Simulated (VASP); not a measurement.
# Ge: relaxation of cell and atoms with PBE

Ge:

```
Ge
1.0
     1.93178   -4.61069    0.00000
     1.93178    4.61069    0.00000
     0.00000    0.00000    5.45667
Ge
4
Direct
  0.50000 0.50000 0.78960
  0.50000 0.50000 0.21040
  0.31730 0.68270 0.50000
  0.68270 0.31730 0.50000
```

The cell was generated, and may not be a known phase.

```
Program                : VASP 6.6.1
Task                   : relaxation of cell and atoms
Functional             : PBE
Potentials or basis    : VASP PAW PBE potentials, release 64 (Ge_d)
Cutoff                 : 600 eV
k mesh                 : 6 × 6 × 4
Occupations            : gaussian, width 0.1 eV
Spin                   : no spin polarisation
Dipole correction      : no
Further INCAR settings : ALGO = Normal; EDIFF = 1e-07; IBRION = 2; EDIFFG = -0.04; NSW = 90; ISIF = 3
```

The relaxed volume is 29.25 Å³/atom and the relaxed cell is a = 5.578 Å, b = 5.578 Å, c = 5.696 Å, α = 90.00°, β = 90.00°, γ = 138.69°. The space group after relaxing (to 0.1 Å) is Cmmm (No. 65). The energy gained by relaxing is 224.5 meV/atom and the ionic steps are 12. The pressure after relaxing is 0.0 GPa, the largest force after relaxing is 0.027 eV/Å and the band gap on the k mesh is zero (bands 28 and 29 overlap by 1.97 eV).

Forces in eV/Å, atoms in the order of the input:
```
Ge   0.000  0.000  0.005
Ge   0.000  0.000 -0.005
Ge   0.000 -0.027  0.000
Ge   0.000  0.027  0.000
```

Stress tensor (GPa, compression positive):
```
-0.19  0.00  0.00
 0.00 -0.01  0.00
 0.00  0.00  0.06
```

Step by step:
| step | energy change (eV) | largest force (eV/Å) | pressure (GPa) | volume (Å³) |
| --- | --- | --- | --- | --- |
| 1 | 0.0000 | 1.4915 | 13.35 | 97.20 |
| 2 | -0.6589 | 1.2748 | -2.37 | 128.30 |
| 3 | -0.8137 | 0.8774 | 0.61 | 116.14 |
| 4 | -0.8138 | 0.8842 | 0.37 | 116.74 |
| 5 | -0.8828 | 0.1214 | -0.42 | 119.46 |
| 6 | -0.8838 | 0.0225 | -0.46 | 119.83 |
| 7 | -0.8918 | 0.0264 | -0.14 | 118.56 |
| 8 | -0.8936 | 0.0592 | 0.09 | 117.74 |
| 9 | -0.8937 | 0.0644 | 0.14 | 117.60 |
| 10 | -0.8963 | 0.0613 | -0.04 | 117.58 |
| 11 | -0.8967 | 0.0846 | -0.15 | 117.56 |
| 12 | -0.8982 | 0.0271 | -0.05 | 116.99 |

Final structure:
```
CELL_PARAMETERS angstrom
1.96760 -5.21893 0.00000
1.96760 5.21893 0.00000
0.00000 0.00000 5.69644
ATOMIC_POSITIONS crystal
Ge 0.50000 0.50000 0.79005
Ge 0.50000 0.50000 0.20995
Ge 0.32231 0.67769 0.50000
Ge 0.67769 0.32231 0.50000
```

Levels at points of the mesh, in eV from the Fermi level:
```
           k point  band 26  band 27  band 28  band 29  band 30  band 31
(0.00, 0.00, 0.00)    -1.14    -1.11     0.04     0.21     1.23     2.56
(0.50, 0.00, 0.00)    -3.75    -1.82    -1.52     0.57     1.88     1.94
(0.50, 0.50, 0.00)    -1.87    -1.85     0.29     1.59     1.64     3.29
(0.00, 0.00, 0.50)    -2.32    -1.12     0.68     1.02     1.12     1.16
(0.50, 0.00, 0.50)    -2.84    -1.88    -1.36    -0.04     0.20     2.07
(0.50, 0.50, 0.50)    -1.48    -1.19    -0.99     1.02     1.65     2.96
```

It took 18 min on 1 thread of AMD EPYC 9R45 96-Core Processor (Zen 5), on a shared host, peak memory 0.29 GiB.

Caveat: the volume moved by over 15 % at a fixed basis, so the end points are rough.
